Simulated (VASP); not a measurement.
# InO in VASP: single point with LDA

Aim: the single point of InO with LDA.

Program: VASP 6.6.1. These are calculated values, not measurements. Logs are shortened: lines on timing, memory, paths and dates and some standing lists are left out, and cuts for length are marked.

## 1. The cell of the first run

The cell holds a slab with vacuum, 4 atoms: a = 3.454 Å, b = 3.454 Å, c = 15.877 Å, α = 90.00°, β = 90.00°, γ = 120.00°.

## 2. Single point, LDA

INCAR

```
SYSTEM = InO
  PREC = Accurate
  ENCUT = 520
  EDIFF = 1E-7
  ISMEAR = 0
  SIGMA = 0.1
  LREAL = .FALSE.
  LASPH = .TRUE.
  NELM = 80
  ALGO = Normal
  ISIF = 2
  LWAVE = .FALSE.
  LCHARG = .FALSE.
  GGA = CA
  NBANDS = 27
```

KPOINTS

```
Automatic mesh
0
G
  6 6 1
  0 0 0
```

POSCAR

```
InO
1.0
    3.4536138013      0.0000000000      0.0000000000
   -1.7268069007      2.9909172868      0.0000000000
    0.0000000000      0.0000000000     15.8771000000
In O
2 2
Direct
    0.6666666700      0.3333333300      0.5900210000
    0.6666666700      0.3333333300      0.4099790000
    0.0000000000      0.0000000000      0.6398670000
    0.0000000000      0.0000000000      0.3601330000
```

Potentials or basis: VASP PAW LDA potentials, release 64 (In_d, O).

Run with:

```bash
$ cat potpaw_LDA.64/In_d/POTCAR potpaw_LDA.64/O/POTCAR > POTCAR
$ mpirun -np 1 vasp_std > vasp.out
```

OUTCAR:

```text
SYSTEM = InO
   PREC = Accurate
   ENCUT = 520
   EDIFF = 1E-7
   ISMEAR = 0
   LREAL = .FALSE.
   LASPH = .TRUE.
   NELM = 80
   ISIF = 2
   GGA = CA

 ion  position               nearest neighbor table
   1  0.667  0.333  0.590-   3 2.15   3 2.15   3 2.15   2 2.86
   2  0.667  0.333  0.410-   4 2.15   4 2.15   4 2.15   1 2.86
   3  0.000  0.000  0.640-   1 2.15   1 2.15   1 2.15
   4  0.000  0.000  0.360-   2 2.15   2 2.15   2 2.15

  LATTYP: Found a hexagonal cell.
 ALAT       =     3.4536138013
 C/A-ratio  =     4.5972424577

  Lattice vectors:

 A1 = (   3.4536138013,   0.0000000000,   0.0000000000)
 A2 = (  -1.7268069007,   2.9909172868,   0.0000000000)
 A3 = (   0.0000000000,   0.0000000000,  15.8771000000)

Analysis of symmetry for initial positions (statically):
=====================================================================
 Subroutine PRICEL returns:
 Original cell was already a primitive cell.

 Routine SETGRP: Setting up the symmetry group for a
 hexagonal supercell.

 Subroutine GETGRP returns: Found 12 space group operations
 (whereof 12 operations were pure point group operations)
 out of a pool of 24 trial point group operations.

The static configuration has the point symmetry D_3h.

Analysis of symmetry for dynamics (positions and initial velocities):
=====================================================================
 Subroutine PRICEL returns:
 Original cell was already a primitive cell.

 Routine SETGRP: Setting up the symmetry group for a
 hexagonal supercell.

 Subroutine GETGRP returns: Found 12 space group operations
 (whereof 12 operations were pure point group operations)
 out of a pool of 24 trial point group operations.

The dynamic configuration has the point symmetry D_3h.

 Subroutine INISYM returns: Found 12 space group operations
 (whereof 12 operations are pure point group operations),
 and found     1 'primitive' translations

----------------------------------------------------------------------------------------

                                     Primitive cell

  volume of cell :     164.0021

  direct lattice vectors                    reciprocal lattice vectors
     3.453613801  0.000000000  0.000000000     0.289551773  0.167172794  0.000000000
    -1.726806901  2.990917287  0.000000000     0.000000000  0.334345588  0.000000000
     0.000000000  0.000000000 15.877100000     0.000000000  0.000000000  0.062983794

  length of vectors
     3.453613801  3.453613801 15.877100000     0.334345588  0.334345588  0.062983794

  position of ions in fractional coordinates (direct lattice)
     0.666666670  0.333333330  0.590021000
     0.666666670  0.333333330  0.409979000
     0.000000000  0.000000000  0.639867000
     0.000000000  0.000000000  0.360133000

  ion indices of the primitive-cell ions
   primitive index   ion index
                 1           1
                 2           2
                 3           3
                 4           4

----------------------------------------------------------------------------------------

 KPOINTS: Automatic mesh

Automatic generation of k-mesh.
 Grid dimensions read from file:
 generate k-points for:    6    6    1

 Generating k-lattice:

  Cartesian coordinates                     Fractional coordinates (reciprocal lattice)
     0.048258629  0.027862132  0.000000000     0.166666667  0.000000000  0.000000000
     0.000000000  0.055724265  0.000000000     0.000000000  0.166666667  0.000000000
     0.000000000  0.000000000  0.062983794     0.000000000  0.000000000  1.000000000

  Length of vectors
     0.055724265  0.055724265  0.062983794

  Shift w.r.t. Gamma in fractional coordinates (k-lattice)
     0.000000000  0.000000000  0.000000000

 Subroutine IBZKPT returns following result:
 ===========================================

 Found      7 irreducible k-points:

 Following reciprocal coordinates:
            Coordinates               Weight
  0.000000  0.000000  0.000000      1.000000
  0.166667  0.000000  0.000000      6.000000
  0.333333  0.000000  0.000000      6.000000
  0.500000  0.000000  0.000000      3.000000
  0.166667  0.166667  0.000000      6.000000
  0.333333  0.166667  0.000000     12.000000
  0.333333  0.333333  0.000000      2.000000
   k-points           NKPTS =      7   k-points in BZ     NKDIM =      7   number of bands    NBANDS=     27
   number of dos      NEDOS =    301   number of ions     NIONS =      4
   total plane-waves  NPLWV =  94080
   dimension x,y,z NGX =    28 NGY =   28 NGZ =  120
   dimension x,y,z NGXF=    56 NGYF=   56 NGZF=  240
   ions per type =               2   2
   NGX,Y,Z   is equivalent  to a cutoff of  13.48, 13.48, 12.56 a.u.
   NGXF,Y,Z  is equivalent  to a cutoff of  26.96, 26.96, 25.13 a.u.
 SYSTEM =  InO
   PREC   = accura    normal or accurate (medium, high low for compatibility)
   ISTART =      0    job   : 0-new  1-cont  2-samecut
   ICHARG =      2    charge: 1-file 2-atom 10-const
   ISPIN  =      1    spin polarized calculation?
   LNONCOLLINEAR =      F non collinear calculations
   LSORBIT =      F    spin-orbit coupling
   LASPH  =      T    aspherical Exc in radial PAW
   ENCUT  =  520.0 eV  38.22 Ry    6.18 a.u.   6.42  6.42 29.52*2*pi/ulx,y,z
   NELM   =     80;   NELMIN=  2; NELMDL= -5     # of ELM steps
   EDIFF  = 0.1E-06   stopping-criterion for ELM
   LREAL  =      F    real-space projection
   EDIFFG = 0.1E-05   stopping-criterion for IOM
   NSW    =      0    number of steps for IOM
   IBRION =     -1    ionic relax: 0-MD 1-quasi-New 2-CG
   NFREE  =      0    steps in history (QN), initial steepest desc. (CG)
   ISIF   =      2    stress and relaxation
   ISYM   =      2    0-nonsym 1-usesym 2-fastsym
   POTIM  = 0.5000    time-step for ionic-motion
   TEBEG  =    0.0;   TEEND  =   0.0 temperature during run
   PSTRESS=    0.0 pullay stress
   NELECT =      38.0000    total number of electrons
   NUPDOWN=      -1.0000    fix difference up-down
   EMIN   =  10.00;   EMAX   =-10.00  energy-range for DOS
   EFERMI =   0.00;   METHOD = LEGACY
   ISMEAR =     0;   SIGMA  =   0.10  broadening in eV -4-tet -1-fermi 0-gaus
   EFERMI_NEDOS =   21; number of points for ismear=-14 and -15
   IALGO  =     38    algorithm
   IMIX   =      4    mixing-type and parameters
     AMIX     =   0.40;   BMIX     =  1.00
     AMIX_MAG =   1.60;   BMIX_MAG =  1.00
  volume/ion in A,a.u.               =      41.00       276.69
  Fermi-wavevector in a.u.,A,eV,Ry     =   1.005510  1.900138 13.756166  1.011050
  Thomas-Fermi vector in A             =   2.138194
   LORBIT       =      0    0 simple, 1 ext, 2 COOP (PROOUT), +10 PAW based schemes
   GGA     = CA    functional components
   LHFCALC =     F    Hartree Fock is set to
   AEXX    =    0.0000 exact exchange contribution
   IVDW    =     0    specifies the selected vdW correction
   LEPSILON=     F    determine dielectric tensor
   LRPA    =     F    only Hartree local field effects (RPA)
 non-spin polarized calculation
 Gauss-broadening in eV      SIGMA  =   0.10
  energy-cutoff  :      520.00
  volume of cell :      164.00
 maximum number of plane-waves:      4449
 NGX is ok and might be reduce to    28
   NGX = 13   NGY = 13   NGZ = 59

 number of electron      37.9999988 magnetization

 Free energy of the ion-electron system (eV)
  ---------------------------------------------------
  ext. energy  EPLUGINS =         0.00000000
  ---------------------------------------------------
  free energy    TOTEN  =       -22.09243323 eV

  energy without entropy =      -22.09186450  energy(sigma->0) =      -22.09214887

 E-fermi :  -1.8513     XC(G=0):  -5.0606

 val. band max:       -2.0053723030   @ k =   0.3333   0.3333   0.0000
 cond. band min:      -1.7182609594   @ k =   0.0000   0.0000   0.0000
 fundamental gap:      0.2871113436
 Fermi energy:        -1.8513034549

 k-point     1 :       0.0000    0.0000    0.0000
  band No.  band energies     occupation
      1     -19.3751      2.00000
      2     -19.3534      2.00000
      3     -15.4557      2.00000
      4     -15.4557      2.00000
      5     -15.4115      2.00000
      6     -15.4115      2.00000
[... 19 lines left out ...]
     26       7.2321      0.00000
     27       7.2321      0.00000

 k-point     2 :       0.1667    0.0000    0.0000
  band No.  band energies     occupation
      1     -19.3371      2.00000
      2     -19.3197      2.00000
      3     -15.4936      2.00000
      4     -15.3947      2.00000
      5     -15.3409      2.00000
      6     -15.3312      2.00000
[... 19 lines left out ...]
     26       6.8751      0.00000
     27       6.8769      0.00000

 k-point     3 :       0.3333    0.0000    0.0000
  band No.  band energies     occupation
      1     -19.2803      2.00000
      2     -19.2688      2.00000
      3     -15.4630      2.00000
      4     -15.3264      2.00000
      5     -15.2931      2.00000
      6     -15.2200      2.00000
[... 19 lines left out ...]
     26       6.3811      0.00000
     27       7.5265      0.00000

 k-point     4 :       0.5000    0.0000    0.0000
  band No.  band energies     occupation
      1     -19.2616      2.00000
      2     -19.2513      2.00000
      3     -15.4544      2.00000
      4     -15.3208      2.00000
      5     -15.3018      2.00000
      6     -15.2267      2.00000
[... 19 lines left out ...]
     26       6.8192      0.00000
     27       8.0182      0.00000

 k-point     5 :       0.1667    0.1667    0.0000
  band No.  band energies     occupation
      1     -19.2915      2.00000
      2     -19.2789      2.00000
      3     -15.4731      2.00000
      4     -15.3522      2.00000
      5     -15.2764      2.00000
      6     -15.2701      2.00000
[... 19 lines left out ...]
     26       6.0013      0.00000
     27       7.4290      0.00000

 k-point     6 :       0.3333    0.1667    0.0000
  band No.  band energies     occupation
      1     -19.2591      2.00000
      2     -19.2494      2.00000
      3     -15.4317      2.00000
      4     -15.3690      2.00000
      5     -15.2833      2.00000
      6     -15.2060      2.00000
[... 19 lines left out ...]
     26       7.3473      0.00000
     27       8.1304      0.00000

 k-point     7 :       0.3333    0.3333    0.0000
  band No.  band energies     occupation
      1     -19.2489      2.00000
      2     -19.2404      2.00000
      3     -15.4041      2.00000
      4     -15.3978      2.00000
      5     -15.2665      2.00000
      6     -15.2100      2.00000
[... 19 lines left out ...]
     26       6.8961      0.00000
     27       7.7463      0.00000

------------------------ aborting loop because EDIFF is reached ----------------------------------------

  FORCE on cell =-STRESS in cart. coord.  units (eV):
  Direction    XX          YY          ZZ          XY          YZ          ZX
  --------------------------------------------------------------------------------------
  -------------------------------------------------------------------------------------
  Total       -3.5413776     -3.5413776     -1.9663443      0.0000000      0.0000000      0.0000000
  in kB      -34.5966039    -34.5966039    -19.2097092      0.0000000      0.0000000      0.0000000
  external PRESSURE =     -29.4676390 kB  Pullay stress =       0.0000000 kB

 VOLUME and BASIS-vectors are now :
 -----------------------------------------------------------------------------
  energy-cutoff  :      520.00
  volume of cell :      164.00
      direct lattice vectors                 reciprocal lattice vectors
     3.453613801  0.000000000  0.000000000     0.289551773  0.167172794  0.000000000
    -1.726806901  2.990917287  0.000000000     0.000000000  0.334345588  0.000000000
     0.000000000  0.000000000 15.877100000     0.000000000  0.000000000  0.062983794

 POSITION                                       TOTAL-FORCE (eV/Angst)
 -----------------------------------------------------------------------------------
      1.72681      0.99697      9.36782         0.000000     -0.000000      0.171354
      1.72681      0.99697      6.50928        -0.000000     -0.000000     -0.171354
      0.00000      0.00000     10.15923         0.000000      0.000000     -0.538295
      0.00000      0.00000      5.71787         0.000000      0.000000      0.538295
 -----------------------------------------------------------------------------------
    total drift:                               -0.000010      0.000006      0.000000

  FREE ENERGIE OF THE ION-ELECTRON SYSTEM (eV)
  ---------------------------------------------------
  free  energy   TOTEN  =       -22.0924332319 eV

  energy  without entropy=      -22.0918645023  energy(sigma->0) =      -22.09214887
```

Wall time 89 s (1 thread of Intel Xeon 8259CL, shared host); peak memory 0.24 GiB.

What came out:

```yaml
Free_energy: -22.0924 eV
Largest_force: 0.538 eV/Å
Band_gap_on_the_k_mesh: 0.29 eV, indirect (least direct gap 1.00 eV)
```

Forces on the atoms (eV/Å):
```
In   0.000  0.000  0.171
In   0.000  0.000 -0.171
O    0.000  0.000 -0.538
O    0.000  0.000  0.538
```

Levels at points of the mesh, in eV from the valence-band top:
```tsv
k point	band 17	band 18	band 19	band 20	band 21	band 22
(0.00, 0.00, 0.00)	-1.67	-1.67	-0.72	0.29	3.20	6.41
(0.50, 0.00, 0.00)	-2.51	-1.94	-0.22	2.32	4.02	5.28
```

Caveat: spin-orbit coupling is left out, which moves the levels of the heavy elements.
